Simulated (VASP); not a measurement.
Here is a VASP 6.6.1 calculation.

File INCAR:

```
PREC = Accurate
ENCUT = 520
EDIFF = 1E-6
ISMEAR = -1
SIGMA = 0.05
LREAL = F
LASPH = T
NELM = 100
ALGO = Normal
ISIF = 2
LWAVE = F
LCHARG = T
LELF = T
LVHAR = T
NBANDS = 20
```

Contents of KPOINTS:

```
regular mesh
0
Gamma
  9 9 4
```

File POSCAR:

```
MoS2
1.0
    3.2699360711      0.0000000000      0.0000000000
   -1.6349680355      2.8318477062      0.0000000000
    0.0000000000      0.0000000000      6.3955418068
Mo S
1 2
Direct
    0.0000000000      0.0000000000      0.5000000000
    0.6666666667      0.3333333333      0.7446806800
    0.3333333333      0.6666666667      0.2553193200
```

Potentials or basis: VASP PAW LDA potentials, release 64 (Mo_sv, S).

The run is started by

```console
$ cat potpaw_LDA.64/Mo_sv/POTCAR potpaw_LDA.64/S/POTCAR > POTCAR
$ mpirun -np 1 vasp_std > vasp.out
```

(1) Predict the pressure.

(2) Predict the band gap on the k mesh.

Answers

(1) -10.3 GPa.

(2) zero (bands 13 and 14 overlap by 0.96 eV).

Caveat: the cell stands under tension.
